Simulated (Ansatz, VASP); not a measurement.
**Os: VASP beside Ansatz**

INCAR

```
SYSTEM = Os
ALGO = Normal
EDIFF = 1E-7
ENCUT = 520
ISIF = 2
ISMEAR = -1
LASPH = .True.
LCHARG = .False.
LREAL = .False.
LWAVE = .False.
NBANDS = 19
NELM = 100
PREC = Accurate
SIGMA = 0.08
```

KPOINTS

```
k-points
0
Gamma
  17 17 6
  0 0 0
```

Contents of POSCAR:

```
Os
1.0
    0.0000000000      1.9015150805     -1.9015150805
   -1.9015150805      0.0000000000      1.9015150805
    3.8030301609      3.8030301609      3.8030301609
Os
3
Direct
    0.0000000000      0.0000000000      0.0000000000
    0.3333333330      0.6666666670      0.3333333330
    0.6666666670      0.3333333330      0.6666666670
```

Input for Ansatz:

```yaml
crystal:
  lattice:
    - [0.0, 1.9015150805, -1.9015150805]
    - [-1.9015150805, 0.0, 1.9015150805]
    - [3.8030301609, 3.8030301609, 3.8030301609]
  atoms:
    - { symbol: Os, position: [0.0, 0.0, 0.0] }
    - { symbol: Os, position: [0.333333333, 0.666666667, 0.333333333] }
    - { symbol: Os, position: [0.666666667, 0.333333333, 0.666666667] }
kpoints:
  mp_grid: { grid: [17, 17, 6] }
scf:
  occupations: { method: fermi_dirac, width: 0.08 }
hamiltonian:
  xc: lda
  pseudopotentials: { kind: paw }
output:
  forces: true
  stress: true
  eigenvalues: true
```

Alike in both runs: task single point; functional LDA; k mesh 17 × 17 × 6; occupations fermi-dirac, width 0.08 eV; no spin polarisation.

|  | VASP | Ansatz |
| --- | --- | --- |
| version | VASP 6.6.1 | Ansatz 0.2.0 |
| potentials or method | VASP PAW LDA potentials, release 64 (Os) | PAW with Ansatz's default frozen-core files, scalar-relativistic |
| plane-wave cutoff (eV) | 520 | 420 |
| valence electrons in the cell | 24 | 48 |

Ansatz gave:

```
pressure (GPa) : 0.0
```

Task: What did VASP give for the same quantities?

Result: Pressure (GPa): 1.0.

LDA's correlation is that of Perdew and Zunger in VASP and of Perdew and Wang (1992) in Ansatz. VASP's potentials hold 24 valence electrons a cell and Ansatz's 48, so a difference there can come from the potentials and not from the codes.

Neither program's run includes spin-orbit coupling.
